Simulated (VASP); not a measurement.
# Ge (P6/mmm) in VASP: further runs, part 2 of 2

VASP 6.6.1. The steps go on from the part before.

### 4 Single point, BLYP (volume scaled by 1.12)

The input, INCAR:

```
SYSTEM = Ge
  PREC = Accurate
  ENCUT = 520
  EDIFF = 1E-7
  ISMEAR = -1
  SIGMA = 0.1
  LREAL = .FALSE.
  LASPH = .TRUE.
  NELM = 60
  ALGO = Normal
  ISIF = 2
  LWAVE = .FALSE.
  LCHARG = .FALSE.
  GGA = B5
  ALDAX = 1.0
  AGGAX = 1.0
  AGGAC = 1.0
  ALDAC = 0.0
  NBANDS = 28
```

The input, KPOINTS:

```
Automatic mesh
0
G
  8 8 12
  0 0 0
```

The input, POSCAR:

```
Ge
1.0
    5.2655852792      0.0000000000      0.0000000000
   -2.6327926396      4.5601306176      0.0000000000
    0.0000000000      0.0000000000      3.0213603454
Ge
3
Direct
    0.0000000000      0.0000000000      0.0000000000
    0.3333333333      0.6666666667      0.5000000000
    0.6666666667      0.3333333333      0.5000000000
```

Potentials or basis: VASP PAW PBE potentials, release 64 (Ge_d).

Run with:

```sh
> cat potpaw_PBE.64/Ge_d/POTCAR > POTCAR
> mpirun -np 1 vasp_std > vasp.out
```

OUTCAR:

```text
SYSTEM = Ge
   PREC = Accurate
   ENCUT = 520
   EDIFF = 1E-7
   ISMEAR = -1
   LREAL = .FALSE.
   LASPH = .TRUE.
   NELM = 60
   ISIF = 2
   GGA = B5

 ion  position               nearest neighbor table
   1  0.000  0.000  0.000-
   2  0.333  0.667  0.500-
   3  0.667  0.333  0.500-

  LATTYP: Found a hexagonal cell.
 ALAT       =     5.2655852792
 C/A-ratio  =     0.5737938302

  Lattice vectors:

 A1 = (   5.2655852792,   0.0000000000,   0.0000000000)
 A2 = (  -2.6327926396,   4.5601306176,   0.0000000000)
 A3 = (   0.0000000000,   0.0000000000,   3.0213603454)

Analysis of symmetry for initial positions (statically):
=====================================================================
 Subroutine PRICEL returns:
 Original cell was already a primitive cell.

 Routine SETGRP: Setting up the symmetry group for a
 hexagonal supercell.

 Subroutine GETGRP returns: Found 24 space group operations
 (whereof 24 operations were pure point group operations)
 out of a pool of 24 trial point group operations.

[... 155 lines left out ...]

 Free energy of the ion-electron system (eV)
  ---------------------------------------------------
  ext. energy  EPLUGINS =         0.00000000
  ---------------------------------------------------
  free energy    TOTEN  =        -9.93685029 eV

  energy without entropy =       -9.88398403  energy(sigma->0) =       -9.91041716

 E-fermi :   4.7798     XC(G=0):  -9.5029

 val. band max:        4.7716726945   @ k =   0.1250   0.1250   0.0000
 cond. band min:       4.7891875997   @ k =   0.2500   0.0000   0.0833
 fundamental gap:      0.0175149052
 Fermi energy:         4.7797663089

 k-point     1 :       0.0000    0.0000    0.0000
  band No.  band energies     occupation
      1     -20.0838      2.00000
      2     -20.0682      2.00000
      3     -20.0682      2.00000
      4     -20.0328      2.00000
      5     -20.0328      2.00000
      6     -19.8168      2.00000
[... 733 lines left out ...]
     27       9.0096      0.00000
     28      14.0271      0.00000

 [... further k-points ...]
[... 5 lines left out ...]
  --------------------------------------------------------------------------------------
  -------------------------------------------------------------------------------------
  Total       -1.9430084     -1.9430084     -1.8511018      0.0000000      0.0000000      0.0000000
  in kB      -42.9100274    -42.9100274    -40.8803321      0.0000000      0.0000000      0.0000000
  external PRESSURE =     -42.2334623 kB  Pullay stress =       0.0000000 kB

 VOLUME and BASIS-vectors are now :
 -----------------------------------------------------------------------------
  energy-cutoff  :      520.00
  volume of cell :       72.55
      direct lattice vectors                 reciprocal lattice vectors
     5.265585279  0.000000000  0.000000000     0.189912412  0.109645982  0.000000000
    -2.632792640  4.560130618  0.000000000     0.000000000  0.219291964  0.000000000
     0.000000000  0.000000000  3.021360345     0.000000000  0.000000000  0.330976741

 POSITION                                       TOTAL-FORCE (eV/Angst)
 -----------------------------------------------------------------------------------
      0.00000      0.00000      0.00000        -0.000000      0.000000     -0.000000
     -0.00000      3.04009      1.51068        -0.000000      0.000000      0.000000
      2.63279      1.52004      1.51068         0.000000     -0.000000     -0.000000
 -----------------------------------------------------------------------------------
    total drift:                               -0.000000      0.000000      0.000000

  FREE ENERGIE OF THE ION-ELECTRON SYSTEM (eV)
  ---------------------------------------------------
  free  energy   TOTEN  =        -9.9368502879 eV

  energy  without entropy=       -9.8839840257  energy(sigma->0) =       -9.91041716
```

OSZICAR:

```text
N       E                     dE             d eps       ncg     rms          rms(c)
DAV:   1     0.322751461499E+03    0.32275E+03   -0.21775E+04  4340   0.397E+03
DAV:   2     0.428454162490E+02   -0.27991E+03   -0.27406E+03  3920   0.694E+02
DAV:   3    -0.748297985896E+01   -0.50328E+02   -0.49579E+02  4396   0.181E+02
DAV:   4    -0.990878052351E+01   -0.24258E+01   -0.24149E+01  4376   0.440E+01
DAV:   5    -0.995853182779E+01   -0.49751E-01   -0.49741E-01  4196   0.741E+00    0.108E+00
DAV:   6    -0.993566259252E+01    0.22869E-01   -0.83627E-02  5340   0.903E+00    0.561E-01
DAV:   7    -0.993619722072E+01   -0.53463E-03   -0.30461E-02  4332   0.182E+00    0.256E-01
DAV:   8    -0.993665653365E+01   -0.45931E-03   -0.22765E-03  4208   0.437E-01    0.775E-02
DAV:   9    -0.993683098189E+01   -0.17445E-03   -0.35878E-04  4364   0.181E-01    0.237E-02
DAV:  10    -0.993685253583E+01   -0.21554E-04   -0.95418E-05  4636   0.112E-01    0.561E-03
DAV:  11    -0.993685137420E+01    0.11616E-05   -0.53724E-06  4704   0.324E-02    0.309E-03
DAV:  12    -0.993685034762E+01    0.10266E-05   -0.42993E-06  4912   0.294E-02    0.111E-03
DAV:  13    -0.993685028792E+01    0.59697E-07   -0.23961E-07  2940   0.662E-03
   1 F= -.99368503E+01 E0= -.99104172E+01  d E =-.528663E-01
```

Run time: 62 s. Hardware: 1 thread of Intel Xeon 6975P-C (Granite Rapids), shared host; peak memory 0.24 GiB.

What came out:

```
Free energy            : -9.9369 eV
Pressure               : -4.2 GPa
Band gap on the k mesh : zero (band 21 reaches 6.30 eV, above the bottom of band 22 at 2.62 eV)
```

Stress tensor (GPa, compression positive):
```
-4.29  0.00  0.00
 0.00 -4.29  0.00
 0.00  0.00 -4.09
```

Caveat: the PAW data sets were made with another functional, which shifts forces and pressure a little.

### 5 Summary

```tsv
cell	gap on the mesh (eV)	pressure (GPa)
a = 5.137, b = 5.137, c = 2.948 Å, angles 90.0, 90.0, 120.0°, 3 atoms	none	-2.1
a = 5.202, b = 5.202, c = 2.985 Å, angles 90.0, 90.0, 120.0°, 3 atoms	none	-3.5
a = 5.266, b = 5.266, c = 3.021 Å, angles 90.0, 90.0, 120.0°, 3 atoms	none	-4.2
```

Alike in all rows: task single point; level BLYP; potentials or basis VASP PAW PBE potentials, release 64 (Ge_d); no spin polarisation; k mesh 8 × 8 × 12; cutoff (eV) 520; smearing fermi-dirac 0.1 eV.

Caveats: the PAW data sets were made with another functional, which shifts forces and pressure a little.

Total energies depend on the potentials used, so only differences within one code and one set of settings carry meaning.
